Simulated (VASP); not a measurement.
Write the native input for VASP 6.6.1 that does the following.

```
Task                   : single point
Functional             : LDA
Potentials or basis    : VASP PAW LDA potentials, release 64 (Al, N)
Cutoff                 : 520 eV
k mesh                 : 9 × 9 × 6
Occupations            : gaussian, width 0.05 eV
Spin                   : no spin polarisation
Dipole correction      : no
Further INCAR settings : ALGO = Normal; EDIFF = 1e-07; NBANDS = 16
```

The structure of AlN lies in POSCAR:

```
AlN
1.0
    3.3030490248      0.0000000000      0.0000000000
   -1.6515245124      2.8605243654      0.0000000000
    0.0000000000      0.0000000000      4.1347231278
Al N
2 2
Direct
    0.3333333333      0.6666666667      0.7718758780
    0.6666666667      0.3333333333      0.2718758780
    0.3333333333      0.6666666667      0.2078607238
    0.6666666667      0.3333333333      0.7078607238
```

These files were run (other wordings do the same):

INCAR

```
PREC     = Accurate       # precision mode
ENCUT    = 520            # plane-wave cutoff, eV
EDIFF    = 1E-7           # SCF threshold, eV
ISMEAR   = 0              # smearing method
SIGMA    = 0.05           # smearing width, eV
LREAL    = F              # projectors in reciprocal space
LASPH    = T              # aspherical terms in the spheres
NELM     = 100            # most SCF steps
ALGO     = Normal         # electronic algorithm
ISIF     = 2              # what is computed and relaxed
LWAVE    = F              # write WAVECAR
LCHARG   = T              # write CHGCAR
GGA      = CA             # functional
LELF     = T              # ELF
LVHAR    = T            
NBANDS   = 16             # bands
```

KPOINTS

```
regular mesh
0
Gamma
  9 9 6
```

Potentials or basis: VASP PAW LDA potentials, release 64 (Al, N).

Run with:

```bash
$ cat potpaw_LDA.64/Al/POTCAR potpaw_LDA.64/N/POTCAR > POTCAR
$ mpirun -np 1 vasp_std > vasp.out
```

Results of the run:

```yaml
Pressure: 2.8 GPa
Largest_force: 1.657 eV/Å
Band_gap_on_the_k_mesh: 3.73 eV, direct
```

Caveat: forces of over 1 eV/Å act on the atoms, so gaps and moduli don't describe the material at rest.

Wall time 12 s on 1 thread of Intel(R) Xeon(R) 6975P-C (Granite Rapids), with other jobs on the host, peak memory 0.15 GiB.
